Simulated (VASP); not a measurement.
# SnSe2 (P-3m1) in VASP: further runs

The runs below take SnSe2 through single point, with PBEsol+D3(BJ).

All numbers are computed with VASP 6.6.1; they aren't measurements. Logs are shortened: lines on timing, memory, paths and dates and some standing lists are left out, and cuts for length are marked.

### 1 The cell of the first run

It takes space group P-3m1 (No. 164, trigonal). The conventional cell has a = 3.506 Å, b = 3.506 Å, c = 6.382 Å, α = 90.00°, β = 90.00°, γ = 120.00°. Within 3.4 Å of Sn (site symmetry -3m) lie 6 Se at 2.58 Å. Se (site symmetry 3m) has 3 Sn at 2.58 Å within 3.4 Å.

### 2 Single point, PBEsol+D3(BJ) (strain -0.080 along x and y, +0.040 along z)

INCAR reads:

```
PREC = Accurate ; ENCUT = 520
EDIFF = 1E-7 ; ISMEAR = 0
SIGMA = 0.05 ; LREAL = F
LASPH = T ; NELM = 60
ALGO = Normal ; ISIF = 2
LWAVE = F ; LCHARG = F
GGA = PS ; IVDW = 12
NBANDS = 20
```

KPOINTS reads:

```
Automatic mesh
0
Gamma
  12 12 6
```

POSCAR reads:

```
SnSe2
1.0
    3.5061188790      0.0000000000      0.0000000000
   -1.7530594395      3.0363880179      0.0000000000
    0.0000000000      0.0000000000      6.3824800000
Sn Se
1 2
Direct
    0.0000000000      0.0000000000      0.0000000000
    0.3333333333      0.6666666667      0.2500000000
    0.6666666667      0.3333333333      0.7500000000
```

Potentials or basis: VASP PAW PBE potentials, release 64 (Sn_d, Se).

Run with:

```sh
$ cat potpaw_PBE.64/Sn_d/POTCAR potpaw_PBE.64/Se/POTCAR > POTCAR
$ mpirun -np 1 vasp_std > vasp.out
```

OUTCAR:

```text
PREC = Accurate
   ENCUT = 520
   EDIFF = 1E-7
   ISMEAR = 0
   LREAL = F
   LASPH = T
   NELM = 60
   ISIF = 2
   GGA = PS
   IVDW = 12
 IVDW          = 12

 ion  position               nearest neighbor table
   1  0.000  0.000  0.000-   2 2.58   3 2.58   2 2.58   3 2.58   3 2.58   2 2.58
   2  0.333  0.667  0.250-   1 2.58   1 2.58   1 2.58
   3  0.667  0.333  0.750-   1 2.58   1 2.58   1 2.58

  LATTYP: Found a hexagonal cell.
 ALAT       =     3.5061188790
 C/A-ratio  =     1.8203832272

  Lattice vectors:

 A1 = (   3.5061188790,   0.0000000000,   0.0000000000)
 A2 = (  -1.7530594395,   3.0363880179,   0.0000000000)
 A3 = (   0.0000000000,   0.0000000000,   6.3824800000)

Analysis of symmetry for initial positions (statically):
=====================================================================
 Subroutine PRICEL returns:
 Original cell was already a primitive cell.

 Routine SETGRP: Setting up the symmetry group for a
 hexagonal supercell.

 Subroutine GETGRP returns: Found 12 space group operations
 (whereof 12 operations were pure point group operations)
 out of a pool of 24 trial point group operations.

The static configuration has the point symmetry D_3d.

Analysis of symmetry for dynamics (positions and initial velocities):
=====================================================================
 Subroutine PRICEL returns:
 Original cell was already a primitive cell.

 Routine SETGRP: Setting up the symmetry group for a
 hexagonal supercell.

 Subroutine GETGRP returns: Found 12 space group operations
 (whereof 12 operations were pure point group operations)
 out of a pool of 24 trial point group operations.

The dynamic configuration has the point symmetry D_3d.

 Subroutine INISYM returns: Found 12 space group operations
 (whereof 12 operations are pure point group operations),
 and found     1 'primitive' translations

----------------------------------------------------------------------------------------

                                     Primitive cell

  volume of cell :      67.9475

  direct lattice vectors                    reciprocal lattice vectors
     3.506118879  0.000000000  0.000000000     0.285215657  0.164669336  0.000000000
    -1.753059440  3.036388018  0.000000000     0.000000000  0.329338673  0.000000000
     0.000000000  0.000000000  6.382480000     0.000000000  0.000000000  0.156678909

  length of vectors
     3.506118879  3.506118879  6.382480000     0.329338673  0.329338673  0.156678909

  position of ions in fractional coordinates (direct lattice)
     0.000000000  0.000000000  0.000000000
     0.333333333  0.666666667  0.250000000
     0.666666667  0.333333333  0.750000000

  ion indices of the primitive-cell ions
   primitive index   ion index
                 1           1
                 2           2
                 3           3

----------------------------------------------------------------------------------------

 KPOINTS: Automatic mesh

Automatic generation of k-mesh.
 Grid dimensions read from file:
 generate k-points for:   12   12    6

 Generating k-lattice:

  Cartesian coordinates                     Fractional coordinates (reciprocal lattice)
     0.023767971  0.013722445  0.000000000     0.083333333  0.000000000  0.000000000
     0.000000000  0.027444889  0.000000000     0.000000000  0.083333333  0.000000000
     0.000000000  0.000000000  0.026113151     0.000000000  0.000000000  0.166666667

  Length of vectors
     0.027444889  0.027444889  0.026113151

  Shift w.r.t. Gamma in fractional coordinates (k-lattice)
     0.000000000  0.000000000  0.000000000

 Subroutine IBZKPT returns following result:
 ===========================================

 Found    100 irreducible k-points:

 Following reciprocal coordinates:
            Coordinates               Weight
  0.000000  0.000000  0.000000      1.000000
  0.083333 -0.000000  0.000000      6.000000
  0.166667 -0.000000  0.000000      6.000000
  0.250000 -0.000000  0.000000      6.000000
  0.333333 -0.000000  0.000000      6.000000
  0.416667  0.000000  0.000000      6.000000
[... 16 lines left out ...]
  0.166667 -0.000000  0.166667      6.000000
  0.000000  0.166667  0.166667      6.000000
 [... further k-points ...]
   k-points           NKPTS =    100   k-points in BZ     NKDIM =    100   number of bands    NBANDS=     20
   number of dos      NEDOS =    301   number of ions     NIONS =      3
   total plane-waves  NPLWV =  37632
   dimension x,y,z NGX =    28 NGY =   28 NGZ =   48
   dimension x,y,z NGXF=    56 NGYF=   56 NGZF=   96
   ions per type =               1   2
   NGX,Y,Z   is equivalent  to a cutoff of  13.28, 13.28, 12.50 a.u.
   NGXF,Y,Z  is equivalent  to a cutoff of  26.55, 26.55, 25.01 a.u.
 SYSTEM =  unknown system
   PREC   = accura    normal or accurate (medium, high low for compatibility)
   ISTART =      0    job   : 0-new  1-cont  2-samecut
   ICHARG =      2    charge: 1-file 2-atom 10-const
   ISPIN  =      1    spin polarized calculation?
   LNONCOLLINEAR =      F non collinear calculations
   LSORBIT =      F    spin-orbit coupling
   LASPH  =      T    aspherical Exc in radial PAW
   ENCUT  =  520.0 eV  38.22 Ry    6.18 a.u.   6.52  6.52 11.87*2*pi/ulx,y,z
   NELM   =     60;   NELMIN=  2; NELMDL= -5     # of ELM steps
   EDIFF  = 0.1E-06   stopping-criterion for ELM
   LREAL  =      F    real-space projection
   EDIFFG = 0.1E-05   stopping-criterion for IOM
   NSW    =      0    number of steps for IOM
   IBRION =     -1    ionic relax: 0-MD 1-quasi-New 2-CG
   NFREE  =      0    steps in history (QN), initial steepest desc. (CG)
   ISIF   =      2    stress and relaxation
   ISYM   =      2    0-nonsym 1-usesym 2-fastsym
   POTIM  = 0.5000    time-step for ionic-motion
   TEBEG  =    0.0;   TEEND  =   0.0 temperature during run
   PSTRESS=    0.0 pullay stress
   NELECT =      26.0000    total number of electrons
   NUPDOWN=      -1.0000    fix difference up-down
   EMIN   =  10.00;   EMAX   =-10.00  energy-range for DOS
   EFERMI =   0.00;   METHOD = LEGACY
   ISMEAR =     0;   SIGMA  =   0.05  broadening in eV -4-tet -1-fermi 0-gaus
   EFERMI_NEDOS =   21; number of points for ismear=-14 and -15
   IALGO  =     38    algorithm
   IMIX   =      4    mixing-type and parameters
     AMIX     =   0.40;   BMIX     =  1.00
     AMIX_MAG =   1.60;   BMIX_MAG =  1.00
  volume/ion in A,a.u.               =      22.65       152.84
  Fermi-wavevector in a.u.,A,eV,Ry     =   1.188525  2.245986 19.219462  1.412591
  Thomas-Fermi vector in A             =   2.324652
   LORBIT       =      0    0 simple, 1 ext, 2 COOP (PROOUT), +10 PAW based schemes
   GGA     = PS    functional components
   LHFCALC =     F    Hartree Fock is set to
   AEXX    =    0.0000 exact exchange contribution
   IVDW    =    12    specifies the selected vdW correction
   LEPSILON=     F    determine dielectric tensor
   LRPA    =     F    only Hartree local field effects (RPA)
 non-spin polarized calculation
 Gauss-broadening in eV      SIGMA  =   0.05
  energy-cutoff  :      520.00
  volume of cell :       67.95
 maximum number of plane-waves:      1859
 NGX is ok and might be reduce to    28
   NGX = 13   NGY = 13   NGZ = 23

 number of electron      26.0000003 magnetization

 Free energy of the ion-electron system (eV)
  ---------------------------------------------------
  ext. energy  EPLUGINS =         0.00000000
  ---------------------------------------------------
  free energy    TOTEN  =       -12.36990612 eV

  energy without entropy =      -12.36990525  energy(sigma->0) =      -12.36990568

 E-fermi :   6.0066     XC(G=0): -10.2083

 val. band max:        5.8799874894   @ k =   0.0833  -0.0000   0.1667
 cond. band min:       6.1235204725   @ k =   0.5000  -0.0000   0.5000
 fundamental gap:      0.2435329831
 Fermi energy:         6.0066308283

 k-point     1 :       0.0000    0.0000    0.0000
  band No.  band energies     occupation
      1     -15.8486      2.00000
      2     -15.8486      2.00000
      3     -15.7693      2.00000
      4     -15.7351      2.00000
      5     -15.7351      2.00000
      6      -9.6298      2.00000
[... 12 lines left out ...]
     19      14.9892      0.00000
     20      14.9892      0.00000

 k-point     2 :       0.0833   -0.0000    0.0000
  band No.  band energies     occupation
      1     -15.8547      2.00000
      2     -15.8418      2.00000
      3     -15.7645      2.00000
      4     -15.7410      2.00000
      5     -15.7353      2.00000
      6      -9.5363      2.00000
[... 12 lines left out ...]
     19      14.0366      0.00000
     20      15.1172      0.00000

 k-point     3 :       0.1667   -0.0000    0.0000
  band No.  band energies     occupation
      1     -15.8735      2.00000
      2     -15.8242      2.00000
      3     -15.7590      2.00000
      4     -15.7473      2.00000
      5     -15.7347      2.00000
      6      -9.2593      2.00000
[... 12 lines left out ...]
     19      14.0817      0.00000
     20      14.6864      0.00000

 k-point     4 :       0.2500   -0.0000    0.0000
  band No.  band energies     occupation
      1     -15.9028      2.00000
      2     -15.8047      2.00000
      3     -15.7753      2.00000
      4     -15.7292      2.00000
      5     -15.7281      2.00000
      6      -8.8132      2.00000
[... 12 lines left out ...]
     19      14.4693      0.00000
     20      14.7963      0.00000

 k-point     5 :       0.3333   -0.0000    0.0000
  band No.  band energies     occupation
      1     -15.9343      2.00000
      2     -15.7929      2.00000
      3     -15.7907      2.00000
      4     -15.7157      2.00000
      5     -15.7074      2.00000
      6      -8.2363      2.00000
[... 12 lines left out ...]
     19      14.2935      0.00000
     20      15.8197      0.00000

 k-point     6 :       0.4167    0.0000    0.0000
  band No.  band energies     occupation
      1     -15.9580      2.00000
      2     -15.8010      2.00000
      3     -15.7892      2.00000
      4     -15.7007      2.00000
      5     -15.6922      2.00000
      6      -7.6272      2.00000
[... 12 lines left out ...]
     19      14.5055      0.00000
     20      15.8803      0.00000

 k-point     7 :       0.5000   -0.0000    0.0000
  band No.  band energies     occupation
      1     -15.9668      2.00000
      2     -15.8046      2.00000
      3     -15.7886      2.00000
      4     -15.6944      2.00000
      5     -15.6866      2.00000
      6      -7.2862      2.00000
[... 12 lines left out ...]
     19      15.0549      0.00000
     20      15.2404      0.00000
[... 277 lines left out ...]
 k-point    20 :       0.0000    0.0000    0.1667
  band No.  band energies     occupation
      1     -15.8486      2.00000
      2     -15.8486      2.00000
      3     -15.7692      2.00000
      4     -15.7351      2.00000
      5     -15.7351      2.00000
      6      -9.6003      2.00000
[... 12 lines left out ...]
     19      14.8645      0.00000
     20      14.8645      0.00000

 k-point    21 :       0.0833   -0.0000    0.1667
  band No.  band energies     occupation
      1     -15.8547      2.00000
      2     -15.8417      2.00000
      3     -15.7645      2.00000
      4     -15.7410      2.00000
      5     -15.7353      2.00000
      6      -9.5069      2.00000
[... 12 lines left out ...]
     19      13.7815      0.00000
     20      15.1438      0.00000

 k-point    22 :       0.0000    0.0833    0.1667
  band No.  band energies     occupation
      1     -15.8547      2.00000
      2     -15.8418      2.00000
      3     -15.7645      2.00000
      4     -15.7410      2.00000
      5     -15.7353      2.00000
      6      -9.5068      2.00000
[... 12 lines left out ...]
     19      13.9682      0.00000
     20      14.9086      0.00000

 k-point    23 :       0.1667   -0.0000    0.1667
  band No.  band energies     occupation
      1     -15.8736      2.00000
      2     -15.8242      2.00000
      3     -15.7589      2.00000
      4     -15.7473      2.00000
      5     -15.7347      2.00000
      6      -9.2304      2.00000
[... 12 lines left out ...]
     19      14.2596      0.00000
     20      14.5394      0.00000

 k-point    24 :       0.0000    0.1667    0.1667
  band No.  band energies     occupation
      1     -15.8736      2.00000
      2     -15.8242      2.00000
      3     -15.7590      2.00000
      4     -15.7472      2.00000
      5     -15.7347      2.00000
      6      -9.2297      2.00000
[... 12 lines left out ...]
     19      13.9261      0.00000
     20      14.8211      0.00000

 [... further k-points ...]

------------------------ aborting loop because EDIFF is reached ----------------------------------------

 Edisp (eV)   -1.11935

 E8    (eV) :    -0.7370

  FORCE on cell =-STRESS in cart. coord.  units (eV):
  Direction    XX          YY          ZZ          XY          YZ          ZX
  --------------------------------------------------------------------------------------
  -------------------------------------------------------------------------------------
  Total       6.75765     6.75765     3.05867    -0.00000     0.00000     0.00000
  in kB     159.34296   159.34296    72.12241    -0.00000     0.00000     0.00000
  external pressure =      130.27 kB  Pullay stress =        0.00 kB

 VOLUME and BASIS-vectors are now :
 -----------------------------------------------------------------------------
  energy-cutoff  :      520.00
  volume of cell :       67.95
      direct lattice vectors                 reciprocal lattice vectors
     3.506118879  0.000000000  0.000000000     0.285215657  0.164669336  0.000000000
    -1.753059440  3.036388018  0.000000000     0.000000000  0.329338673  0.000000000
     0.000000000  0.000000000  6.382480000     0.000000000  0.000000000  0.156678909

 POSITION                                       TOTAL-FORCE (eV/Angst)
 -----------------------------------------------------------------------------------
      0.00000      0.00000      0.00000         0.000000      0.000000      0.000000
     -0.00000      2.02426      1.59562        -0.000000     -0.000000      1.274216
      1.75306      1.01213      4.78686        -0.000000      0.000000     -1.274216
 -----------------------------------------------------------------------------------
    total drift:                               -0.000000     -0.000000     -0.000000

  FREE ENERGIE OF THE ION-ELECTRON SYSTEM (eV)
  ---------------------------------------------------
  free  energy   TOTEN  =       -13.4892550515 eV

  energy  without entropy=      -13.4892541837  energy(sigma->0) =      -13.48925462
```

It took 48 s on 1 thread of Intel Xeon 6975P-C (Granite Rapids), shared host; peak memory 0.28 GiB.

Results:

| Quantity | Value |
| --- | --- |
| Free energy | -13.4893 eV |
| Pressure | 13.0 GPa |
| Largest force | 1.274 eV/Å |
| Band gap on the k mesh | 0.24 eV, indirect (least direct gap 1.13 eV) |
| Dispersion energy per atom | -0.373 eV |

Forces on the atoms (eV/Å):
```
Sn   0.000  0.000  0.000
Se   0.000  0.000  1.274
Se   0.000  0.000 -1.274
```

Caveat: the cell differs from its parent crystal (strain -0.080 along x and y, +0.040 along z); the PAW data sets were made with another functional, which shifts forces and pressure a little; spin-orbit coupling is left out, which moves the levels of the heavy elements. A k mesh can miss the band edges.

[end of part 1 of 2]
